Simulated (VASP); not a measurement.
Write the native input for VASP 6.6.1 that does the following.

```
Task                   : single point
Functional             : LDA
Potentials or basis    : VASP PAW LDA potentials, release 64 (In_d, Sb)
Cutoff                 : 500 eV
k mesh                 : 2 × 2 × 2
Occupations            : fermi-dirac, width 0.1 eV
Spin                   : no spin polarisation
Dipole correction      : no
Further INCAR settings : ALGO = Normal; EDIFF = 1e-06; NBANDS = 30
```

The structure of In3Sb lies in POSCAR:

```
In3Sb
1.0
    4.8369620000      0.0000000000      0.0000000000
    0.0000000000      4.8369620000      0.0000000000
    0.0000000000      0.0000000000      4.8369620000
In Sb
3 1
Direct
    0.5000000000      0.5000000000      0.0000000000
    0.5000000000      0.0000000000      0.5000000000
    0.0000000000      0.5000000000      0.5000000000
    0.0000000000      0.0000000000      0.0000000000
```

One way to write it, as run:

INCAR

```
SYSTEM = In3Sb
PREC = Accurate
ENCUT = 500
EDIFF = 1E-6
ISMEAR = -1
SIGMA = 0.1
LREAL = .FALSE.
LASPH = .TRUE.
NELM = 120
ALGO = Normal
ISIF = 2
LWAVE = .FALSE.
LCHARG = .FALSE.
GGA = CA
NBANDS = 30
GGA_COMPAT = .FALSE.
```

KPOINTS

```
Automatic mesh
0
G
  2 2 2
  0 0 0
```

Potentials or basis: VASP PAW LDA potentials, release 64 (In_d, Sb).

The run is started by

```sh
$ cat potpaw_LDA.64/In_d/POTCAR potpaw_LDA.64/Sb/POTCAR > POTCAR
$ mpirun -np 1 vasp_std > vasp.out
```

Results of the run:

```yaml
Pressure: -3.6 GPa
Band_gap_on_the_k_mesh: zero (band 22 reaches 6.89 eV, above the bottom of band 23 at 3.53 eV)
```

Caveat: the k points lie up to 0.65 Å⁻¹ apart; spin-orbit coupling is left out, which moves the levels of the heavy elements.

Run time: 8.7 s on 1 thread of AMD EPYC 7R13 Processor (Zen 3) (shared host), peak memory 0.14 GiB.
